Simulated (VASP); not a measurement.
Input of a VASP 6.6.1 run:

File INCAR:

```
PREC     = Accurate       # precision mode
ENCUT    = 520            # plane-wave cutoff, eV
EDIFF    = 1E-6           # SCF threshold, eV
ISMEAR   = -1             # smearing method
SIGMA    = 0.1            # smearing width, eV
LREAL    = F              # projectors in reciprocal space
LASPH    = T              # aspherical terms in the spheres
NELM     = 80             # most SCF steps
ALGO     = Normal         # electronic algorithm
ISIF     = 2              # what is computed and relaxed
LWAVE    = F              # write WAVECAR
LCHARG   = F              # write CHGCAR
GGA      = B5             # functional
ALDAX    = 1.0          
AGGAX    = 1.0          
AGGAC    = 1.0          
ALDAC    = 0.0          
NBANDS   = 20             # bands
```

Contents of KPOINTS:

```
Automatic mesh
0
Gamma
  6 6 8
```

File POSCAR:

```
K
1.0
    7.8233142907      0.0000000000      0.0000000000
   -3.9116571454      6.7751889175      0.0000000000
    0.0000000000      0.0000000000      4.6813109279
K
3
Direct
    0.0000000000      0.0000000000      1.0000000000
    0.3333333333      0.6666666667      0.5000000000
    0.6666666667      0.3333333333      0.5000000000
```

Potentials or basis: VASP PAW PBE potentials, release 64 (K_sv).

Run with:

```console
$ cat potpaw_PBE.64/K_sv/POTCAR > POTCAR
$ mpirun -np 1 vasp_std > vasp.out
```

Estimate the band gap on the k mesh.

zero (an odd number of electrons rules out a gap without spin polarisation).

Predict the pressure.

-0.2 GPa.

Caveat: the PAW data sets were made with another functional, which shifts forces and pressure a little.
